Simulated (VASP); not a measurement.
Here is a VASP 6.6.1 calculation.

Contents of INCAR:

```
SYSTEM = Si2Mo
PREC = Accurate ; ENCUT = 600
EDIFF = 1E-6 ; ISMEAR = -1
SIGMA = 0.05 ; LREAL = .False.
LASPH = .True. ; NELM = 60
ALGO = Normal ; ISIF = 3
LWAVE = .False. ; LCHARG = .False.
GGA = PE ; IBRION = 2
NSW = 32 ; EDIFFG = -0.005
PSTRESS = 280.0
```

The input KPOINTS:

```
regular mesh
0
Gamma
  10 10 10
  0 0 0
```

POSCAR

```
Si2Mo
1.0
    0.0000000000      2.7799327738      2.7799327738
    2.7799327738      0.0000000000      2.7799327738
    2.7799327738      2.7799327738      0.0000000000
Mo Si
1 2
Direct
    0.0000000000      0.0000000000      0.0000000000
    0.2500000000      0.2500000000      0.2500000000
    0.7500000000      0.7500000000      0.7500000000
```

Potentials or basis: VASP PAW PBE potentials, release 64 (Mo_sv, Si).

Command:

```console
$ cat potpaw_PBE.64/Mo_sv/POTCAR potpaw_PBE.64/Si/POTCAR > POTCAR
$ mpirun -np 1 vasp_std > vasp.out
```

(1) Estimate the relaxed cell.

(2) Predict the relaxed volume.

## Answers

(1) a = 3.932 Å, b = 3.932 Å, c = 3.932 Å, α = 60.00°, β = 60.00°, γ = 60.00°.

(2) 14.33 Å³/atom.

Caveat: the cell is relaxed towards a set pressure, so the run minimises the enthalpy, not the energy.
